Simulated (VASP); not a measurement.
Here is a VASP 6.6.1 calculation.

The input INCAR:

```
PREC = Accurate ; ENCUT = 520
EDIFF = 1E-8 ; ISMEAR = -1
SIGMA = 0.05 ; LREAL = F
LASPH = T ; NELM = 60
ALGO = Normal ; ISIF = 2
LWAVE = F ; LCHARG = F
GGA = PE ; LEFG = T
NBANDS = 11
```

KPOINTS

```
regular mesh
0
Gamma
  12 12 9
```

The input POSCAR:

```
MgB2
1.0
    3.0642953789      0.0000000000      0.0000000000
   -1.5321476895      2.6537576429      0.0000000000
    0.0000000000      0.0000000000      3.4993549923
Mg B
1 2
Direct
    0.0000000000      0.0000000000      0.0000000000
    0.3333333333      0.6666666667      0.5000000000
    0.6666666667      0.3333333333      0.5000000000
```

Potentials or basis: VASP PAW PBE potentials, release 64 (Mg, B).

Launch:

```bash
$ cat potpaw_PBE.64/Mg/POTCAR potpaw_PBE.64/B/POTCAR > POTCAR
$ mpirun -np 1 vasp_std > vasp.out
```

Question: What does it give for the pressure?

Answer: 1.8 GPa.

Question: Predict the band gap on the k mesh.

Answer: Zero (band 4 reaches 7.21 eV, above the bottom of band 5 at 3.46 eV).

Electric field gradients, principal values (V/Å²):
```csv
atom,least,middle,greatest (by size)
1 Mg,0.090,0.090,-0.179
2 B,-9.850,-9.850,19.699
3 B,-9.850,-9.850,19.699
```

Caveat: without QUAD_EFG the Cq values of the log hold for a quadrupole moment of 1 mb, not for the nuclei.
